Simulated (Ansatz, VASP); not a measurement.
SnO: VASP beside Ansatz

File POSCAR:

```
SnO
1.0
    3.8638811754      0.0000000000      0.0000000000
    0.0000000000      3.8638811754      0.0000000000
    0.0000000000      0.0000000000      4.9512221655
Sn O
2 2
Direct
    0.5000000000      0.0000000000      0.7646261400
    0.0000000000      0.5000000000      0.2353738600
    0.0000000000      0.0000000000      0.0000000000
    0.5000000000      0.5000000000      0.0000000000
```

The input INCAR.step1:

```
SYSTEM = SnO
  ALGO = Normal
  EDIFF = 1E-4
  ENCUT = 520
  GGA = PE
  ISMEAR = -1
  LASPH = .True.
  LCHARG = .False.
  LREAL = .False.
  LWAVE = .True.
  NBANDS = 28
  NELM = 60
  PREC = Accurate
  SIGMA = 0.05
```

Contents of INCAR.step2:

```
SYSTEM = SnO
  ALGO = Normal
  EDIFF = 1E-6
  ENCUT = 520
  ISIF = 2
  ISMEAR = -1
  ISTART = 1
  LASPH = .True.
  LCHARG = .True.
  LELF = .True.
  LMIXTAU = .True.
  LREAL = .False.
  LVHAR = .True.
  LWAVE = .False.
  METAGGA = R2SCAN
  NBANDS = 28
  NELM = 60
  PREC = Accurate
  SIGMA = 0.05
```

KPOINTS

```
k-points
0
Gamma
  7 7 6
  0 0 0
```

input.yaml

```yaml
crystal:
  lattice:
    - [3.8638811754, 0.0, 0.0]
    - [0.0, 3.8638811754, 0.0]
    - [0.0, 0.0, 4.9512221655]
  atoms:
    - { symbol: Sn, position: [0.5, 0.0, 0.76462614] }
    - { symbol: Sn, position: [0.0, 0.5, 0.23537386] }
    - { symbol: O, position: [0.0, 0.0, 0.0] }
    - { symbol: O, position: [0.5, 0.5, 0.0] }
hamiltonian:
  xc: r2scan
  pseudopotentials: { kind: paw }
kpoints:
  mp_grid: { grid: [7, 7, 6] }
scf:
  occupations: { method: fermi_dirac, width: 0.05 }
output:
  forces: true
  stress: true
  eigenvalues: true
```

Alike in both runs: task single point; functional r2SCAN; k mesh 7 × 7 × 6; occupations fermi-dirac, width 0.05 eV; no spin polarisation.

```csv
,VASP,Ansatz
version,VASP 6.6.1,Ansatz 0.2.0
potentials or method,"VASP PAW PBE potentials, release 64 (Sn_d, O)",Ansatz PAW
plane-wave cutoff (eV),520,500
valence electrons in the cell,40,40
```

Ansatz gave:

```
gap on the k mesh at the Fermi level (eV)                     : 0.66
least direct gap on the mesh (eV)                             : 2.36
pressure (GPa)                                                : -3.9
traceless stress, the component that is largest in VASP (GPa) : 0.71
rms of the force components (eV/Å)                            : 0.265
```

**Question.** Estimate VASP's values.

**Answer.** gap on the k mesh at the Fermi level (eV): 0.66; least direct gap on the mesh (eV): 2.33; pressure (GPa): -3.4; traceless stress, the component that is largest in VASP (GPa): 0.66; rms of the force components (eV/Å): 0.213.

VASP's potentials were made for PBE, not for r2SCAN. Atom by atom the forces differ by 0.052 eV/Å (rms over components).

Noted on Ansatz's run: odd divisions of the mesh miss points on the zone boundary, where band edges often lie, so the gap on the mesh can be too wide.
